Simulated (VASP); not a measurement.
# Ti3PO2 in VASP: a series of runs

Ti3PO2 is run at these levels: PBE; tasks: single point.

Program: VASP 6.6.1. These are calculated values, not measurements. Logs are shortened: lines on timing, memory, paths and dates and some standing lists are left out, and cuts for length are marked.

## Step 1: The cell of the first run

It takes space group P-3m1 (No. 164, trigonal). The conventional cell has a = 3.172 Å, b = 3.172 Å, c = 8.023 Å, α = 90.00°, β = 90.00°, γ = 120.00°. Within 3.0 Å of Ti (site symmetry -3m) lie 6 O at 2.16 Å and 6 Ti at 2.98 Å. Within 3.0 Å of Ti (site symmetry 3m) lie 3 O at 2.20 Å and 3 P at 2.47 Å and 3 Ti at 2.98 Å. P (site symmetry -3m) has 6 Ti at 2.47 Å and 6 P at 3.17 Å and 6 O at 3.40 Å within 3.5 Å. Within 3.0 Å of O (site symmetry 3m) lie 6 Ti at 2.16 to 2.20 Å and 3 O at 2.93 Å.

## Step 2: Single point, PBE

Input file INCAR:

```
SYSTEM = Ti3PO2
PREC = Accurate
ENCUT = 520
EDIFF = 1E-6
ISMEAR = -1
SIGMA = 0.05
LREAL = .False.
LASPH = .True.
NELM = 60
ALGO = Normal
ISIF = 2
LWAVE = .False.
LCHARG = .False.
GGA = PE
NBANDS = 36
```

Input file KPOINTS:

```
regular mesh
0
Gamma
  10 10 4
  0 0 0
```

Input file POSCAR:

```
Ti3PO2
1.0
    3.1724101510      0.0000000000      0.0000000000
   -1.5862050755      2.7473877820      0.0000000000
    0.0000000000      0.0000000000      8.0228210000
Ti P O
3 1 2
Direct
    0.0000000000      0.0000000000      0.0000000000
    0.6666666667      0.3333333333      0.2932440000
    0.3333333333      0.6666666667      0.7067560000
    0.0000000000      0.0000000000      0.5000000000
    0.6666666667      0.3333333333      0.8577430000
    0.3333333333      0.6666666667      0.1422570000
```

Potentials or basis: VASP PAW PBE potentials, release 64 (Ti_sv, P, O).

The run is started by

```sh
cat potpaw_PBE.64/Ti_sv/POTCAR potpaw_PBE.64/P/POTCAR potpaw_PBE.64/O/POTCAR > POTCAR
mpirun -np 1 vasp_std > vasp.out
```

OUTCAR:

```text
SYSTEM = Ti3PO2
   PREC = Accurate
   ENCUT = 520
   EDIFF = 1E-6
   ISMEAR = -1
   LREAL = .False.
   LASPH = .True.
   NELM = 60
   ISIF = 2
   GGA = PE

 ion  position               nearest neighbor table
   1  0.000  0.000  0.000-   5 2.16   6 2.16   5 2.16   6 2.16   5 2.16   6 2.16
   2  0.667  0.333  0.293-   6 2.20   6 2.20   6 2.20   4 2.47   4 2.47   4 2.47
   3  0.333  0.667  0.707-   5 2.20   5 2.20   5 2.20   4 2.47   4 2.47   4 2.47
   4  0.000  0.000  0.500-   2 2.47   3 2.47   2 2.47   3 2.47   2 2.47   3 2.47
   5  0.667  0.333  0.858-   1 2.16   1 2.16   1 2.16   3 2.20   3 2.20   3 2.20
   6  0.333  0.667  0.142-   1 2.16   1 2.16   1 2.16   2 2.20   2 2.20   2 2.20

  LATTYP: Found a hexagonal cell.
 ALAT       =     3.1724101510
 C/A-ratio  =     2.5289356099

  Lattice vectors:

 A1 = (   3.1724101510,   0.0000000000,   0.0000000000)
 A2 = (  -1.5862050755,   2.7473877820,   0.0000000000)
 A3 = (   0.0000000000,   0.0000000000,   8.0228210000)

Analysis of symmetry for initial positions (statically):
=====================================================================
 Subroutine PRICEL returns:
 Original cell was already a primitive cell.

 Routine SETGRP: Setting up the symmetry group for a
 hexagonal supercell.

 Subroutine GETGRP returns: Found 12 space group operations
 (whereof 12 operations were pure point group operations)
 out of a pool of 24 trial point group operations.

The static configuration has the point symmetry D_3d.

Analysis of symmetry for dynamics (positions and initial velocities):
=====================================================================
 Subroutine PRICEL returns:
 Original cell was already a primitive cell.

 Routine SETGRP: Setting up the symmetry group for a
 hexagonal supercell.

 Subroutine GETGRP returns: Found 12 space group operations
 (whereof 12 operations were pure point group operations)
 out of a pool of 24 trial point group operations.

The dynamic configuration has the point symmetry D_3d.

 Subroutine INISYM returns: Found 12 space group operations
 (whereof 12 operations are pure point group operations),
 and found     1 'primitive' translations

[... 97 lines left out ...]
   LNONCOLLINEAR =      F non collinear calculations
   LSORBIT =      F    spin-orbit coupling
   LASPH  =      T    aspherical Exc in radial PAW
   ENCUT  =  520.0 eV  38.22 Ry    6.18 a.u.   5.90  5.90 14.92*2*pi/ulx,y,z
   NELM   =     60;   NELMIN=  2; NELMDL= -5     # of ELM steps
   EDIFF  = 0.1E-05   stopping-criterion for ELM
   LREAL  =      F    real-space projection
   EDIFFG = 0.1E-04   stopping-criterion for IOM
   NSW    =      0    number of steps for IOM
   IBRION =     -1    ionic relax: 0-MD 1-quasi-New 2-CG
   NFREE  =      0    steps in history (QN), initial steepest desc. (CG)
   ISIF   =      2    stress and relaxation
   ISYM   =      2    0-nonsym 1-usesym 2-fastsym
   POTIM  = 0.5000    time-step for ionic-motion
   TEBEG  =    0.0;   TEEND  =   0.0 temperature during run
   PSTRESS=    0.0 pullay stress
   NELECT =      53.0000    total number of electrons
   NUPDOWN=      -1.0000    fix difference up-down
   EMIN   =  10.00;   EMAX   =-10.00  energy-range for DOS
   EFERMI =   0.00;   METHOD = LEGACY
   ISMEAR =    -1;   SIGMA  =   0.05  broadening in eV -4-tet -1-fermi 0-gaus
   EFERMI_NEDOS =   21; number of points for ismear=-14 and -15
   IALGO  =     38    algorithm
   IMIX   =      4    mixing-type and parameters
     AMIX     =   0.40;   BMIX     =  1.00
     AMIX_MAG =   1.60;   BMIX_MAG =  1.00
  volume/ion in A,a.u.               =      11.65        78.65
  Fermi-wavevector in a.u.,A,eV,Ry     =   1.492639  2.820678 30.313370  2.227970
  Thomas-Fermi vector in A             =   2.605141
   LORBIT       =      0    0 simple, 1 ext, 2 COOP (PROOUT), +10 PAW based schemes
   GGA     = PE    functional components
   LHFCALC =     F    Hartree Fock is set to
   AEXX    =    0.0000 exact exchange contribution
   IVDW    =     0    specifies the selected vdW correction
   LEPSILON=     F    determine dielectric tensor
   LRPA    =     F    only Hartree local field effects (RPA)
 non-spin polarized calculation
  energy-cutoff  :      520.00
  volume of cell :       69.93
 maximum number of plane-waves:      1902
   NGX = 11   NGY = 11   NGZ = 29

 number of electron      52.9999995 magnetization

 Free energy of the ion-electron system (eV)
  ---------------------------------------------------
  ext. energy  EPLUGINS =         0.00000000
  ---------------------------------------------------
  free energy    TOTEN  =       -49.64809544 eV

  energy without entropy =      -49.61000396  energy(sigma->0) =      -49.62904970

 E-fermi :  10.7792     XC(G=0): -12.2403

 val. band max:       10.7715299222   @ k =   0.3000   0.2000   0.2500
 cond. band min:      10.7804475018   @ k =   0.2000  -0.0000   0.0000
 fundamental gap:      0.0089175796
 Fermi energy:        10.7792028435

 k-point     1 :       0.0000    0.0000    0.0000
  band No.  band energies     occupation
      1     -47.2751      2.00000
      2     -46.8064      2.00000
      3     -46.8060      2.00000
      4     -23.6996      2.00000
      5     -23.4719      2.00000
      6     -23.4719      2.00000
[... 925 lines left out ...]
     35      13.0443      0.00000
     36      13.4850      0.00000

 [... further k-points ...]

------------------------ aborting loop because EDIFF is reached ----------------------------------------

  FORCE on cell =-STRESS in cart. coord.  units (eV):
  Direction    XX          YY          ZZ          XY          YZ          ZX
  --------------------------------------------------------------------------------------
  -------------------------------------------------------------------------------------
  Total       -0.0581995     -0.0581995     -0.1520385      0.0000000      0.0000000      0.0000000
  in kB       -1.3335009     -1.3335009     -3.4835959      0.0000000      0.0000000      0.0000000
  external PRESSURE =      -2.0501992 kB  Pullay stress =       0.0000000 kB

 VOLUME and BASIS-vectors are now :
 -----------------------------------------------------------------------------
  energy-cutoff  :      520.00
  volume of cell :       69.93
      direct lattice vectors                 reciprocal lattice vectors
     3.172410151  0.000000000  0.000000000     0.315217753  0.181991055  0.000000000
    -1.586205075  2.747387782  0.000000000     0.000000000  0.363982109  0.000000000
     0.000000000  0.000000000  8.022821000     0.000000000  0.000000000  0.124644436

 POSITION                                       TOTAL-FORCE (eV/Angst)
 -----------------------------------------------------------------------------------
      0.00000      0.00000      0.00000         0.000000      0.000000     -0.000000
      1.58621      0.91580      2.35264         0.000000      0.000000     -0.053502
     -0.00000      1.83159      5.67018        -0.000000     -0.000000      0.053502
      0.00000      0.00000      4.01141         0.000000      0.000000     -0.000000
      1.58621      0.91580      6.88152         0.000000     -0.000000      0.020258
     -0.00000      1.83159      1.14130        -0.000000      0.000000     -0.020258
 -----------------------------------------------------------------------------------
    total drift:                                0.000000     -0.000000      0.000000

  FREE ENERGIE OF THE ION-ELECTRON SYSTEM (eV)
  ---------------------------------------------------
  free  energy   TOTEN  =       -49.6480954364 eV

  energy  without entropy=      -49.6100039586  energy(sigma->0) =      -49.62904970
```

OSZICAR:

```text
N       E                     dE             d eps       ncg     rms          rms(c)
DAV:   1     0.716351228150E+03    0.71635E+03   -0.25786E+04  3600   0.176E+03
DAV:   2     0.480990989861E+02   -0.66825E+03   -0.64644E+03  3608   0.536E+02
DAV:   3    -0.512947725709E+02   -0.99394E+02   -0.97182E+02  5416   0.187E+02
DAV:   4    -0.583838118486E+02   -0.70890E+01   -0.69924E+01  5612   0.468E+01
DAV:   5    -0.586919567391E+02   -0.30814E+00   -0.30733E+00  5228   0.855E+00    0.236E+01
DAV:   6    -0.503303769063E+02    0.83616E+01   -0.70086E+01  5488   0.588E+01    0.103E+01
DAV:   7    -0.519539174600E+02   -0.16235E+01   -0.41222E+01  5276   0.307E+01    0.116E+01
DAV:   8    -0.497367934725E+02    0.22171E+01   -0.43398E+00  5460   0.150E+01    0.520E+00
DAV:   9    -0.499776800603E+02   -0.24089E+00   -0.36095E+00  6248   0.157E+01    0.595E+00
DAV:  10    -0.496833192838E+02    0.29436E+00   -0.41589E+00  5200   0.847E+00    0.168E+00
DAV:  11    -0.496646135629E+02    0.18706E-01   -0.53275E-01  5452   0.575E+00    0.132E+00
DAV:  12    -0.496502877681E+02    0.14326E-01   -0.19655E-01  5216   0.225E+00    0.476E-01
DAV:  13    -0.496481214354E+02    0.21663E-02   -0.13438E-02  5024   0.785E-01    0.791E-02
DAV:  14    -0.496480952709E+02    0.26164E-04   -0.45125E-04  5212   0.144E-01    0.440E-02
DAV:  15    -0.496481128177E+02   -0.17547E-04   -0.34844E-04  6152   0.105E-01    0.400E-02
DAV:  16    -0.496480952108E+02    0.17607E-04   -0.12846E-04  5464   0.704E-02    0.557E-03
DAV:  17    -0.496480954364E+02   -0.22560E-06   -0.22041E-06  3804   0.115E-02
   1 F= -.49648095E+02 E0= -.49629050E+02  d E =-.380915E-01
```

stdout:

```text
POSCAR found type information on POSCAR TiP O
 POSCAR found :  3 types and       6 ions
 scaLAPACK will be used
 LDA part: xc-table for (Slater+PW92), standard interpolation
 POSCAR, INCAR and KPOINTS ok, starting setup
 FFT: planning ... GRIDC
 FFT: planning ... GRID_SOFT
 FFT: planning ... GRID
 WAVECAR not read
 entering main loop
```

It took 2.1 min on 1 thread of Intel Xeon Platinum 8559C (Emerald Rapids), shared host; peak memory 0.24 GiB.

Results:

- Free energy: -49.6481 eV
- Pressure: -0.2 GPa
- Largest force: 0.054 eV/Å
- Band gap on the k mesh: zero (an odd number of electrons rules out a gap without spin polarisation)

Forces on the atoms (eV/Å):
```
Ti   0.000  0.000  0.000
Ti   0.000  0.000 -0.054
Ti   0.000  0.000  0.054
P    0.000  0.000  0.000
O    0.000  0.000  0.020
O    0.000  0.000 -0.020
```

Stress tensor (GPa, compression positive):
```
-0.13  0.00  0.00
 0.00 -0.13  0.00
 0.00  0.00 -0.35
```

Caveat: an odd number of electrons without spin polarisation forces a metal; a magnetic or distorted state may lie lower.

## Step 3: Single point, PBE (atoms moved at random)

Input file INCAR:

```
PREC = Accurate
ENCUT = 520
EDIFF = 1E-6
ISMEAR = -1
SIGMA = 0.05
LREAL = F
LASPH = T
NELM = 80
ALGO = Normal
ISIF = 2
LWAVE = F
LCHARG = T
GGA = PE
LELF = T
LVHAR = T
NBANDS = 36
```

Input file KPOINTS:

```
regular mesh
0
Gamma
  10 10 4
```

Input file POSCAR:

```
Ti3PO2
1.0
    3.1724101510      0.0000000000      0.0000000000
   -1.5862050755      2.7473877820      0.0000000000
    0.0000000000      0.0000000000      8.0228210000
Ti P O
3 1 2
Direct
    0.0063260000      0.0119380000     -0.0023080000
    0.6663750000      0.3350840000      0.2905500000
    0.3096740000      0.6614990000      0.7031260000
   -0.0050960000      0.0085090000      0.4948450000
    0.6406770000      0.3203160000      0.8503140000
    0.3282720000      0.6763660000      0.1376010000
```

Potentials or basis: VASP PAW PBE potentials, release 64 (Ti_sv, P, O).

The run is started by

```sh
cat potpaw_PBE.64/Ti_sv/POTCAR potpaw_PBE.64/P/POTCAR potpaw_PBE.64/O/POTCAR > POTCAR
mpirun -np 1 vasp_std > vasp.out
```

Wall time 7.2 min (1 thread of Intel Xeon Platinum 8559C (Emerald Rapids), shared host); peak memory 0.49 GiB.

Results (log left out):

- Free energy: -49.6163 eV
- Pressure: 0.1 GPa
- Largest force: 0.480 eV/Å
- Band gap on the k mesh: zero (an odd number of electrons rules out a gap without spin polarisation)

Forces in eV/Å, atoms in the order of the input:
```
Ti  -0.318 -0.182 -0.144
Ti  -0.146  0.115 -0.166
Ti   0.097 -0.001 -0.011
P   -0.031 -0.212  0.112
O    0.233  0.372  0.195
O    0.165 -0.092  0.013
```

Stress tensor (GPa, compression positive):
```
 0.29  0.00 -0.01
 0.00 -0.04 -0.23
-0.01 -0.23 -0.03
```

Levels at points of the mesh, in eV from the Fermi level:
```csv
k point,band 23,band 24,band 25,band 26,band 27,band 28,band 29,band 30
"(0.00, 0.00, 0.00)",-0.88,-0.85,-0.83,-0.74,-0.67,-0.10,0.17,0.23
"(0.50, 0.00, 0.00)",-3.86,-2.91,-1.92,-0.40,0.28,0.69,0.75,1.20
"(0.00, 0.50, 0.00)",-3.93,-2.90,-1.89,-0.47,0.33,0.69,0.76,1.21
"(0.50, 0.50, 0.00)",-3.89,-2.90,-1.86,-0.45,0.32,0.68,0.78,1.19
"(0.00, 0.00, 0.50)",-1.16,-1.14,-0.75,-0.61,-0.50,-0.25,0.02,0.07
"(0.50, 0.00, 0.50)",-4.19,-2.06,-1.93,-1.58,0.81,0.97,1.01,1.17
"(0.00, 0.50, 0.50)",-4.21,-2.08,-1.88,-1.62,0.81,0.96,1.07,1.17
"(0.50, 0.50, 0.50)",-4.18,-2.09,-1.91,-1.53,0.80,0.94,1.08,1.17
```

Caveat: the cell differs from its parent crystal (atoms moved at random); an odd number of electrons without spin polarisation forces a metal; a magnetic or distorted state may lie lower.
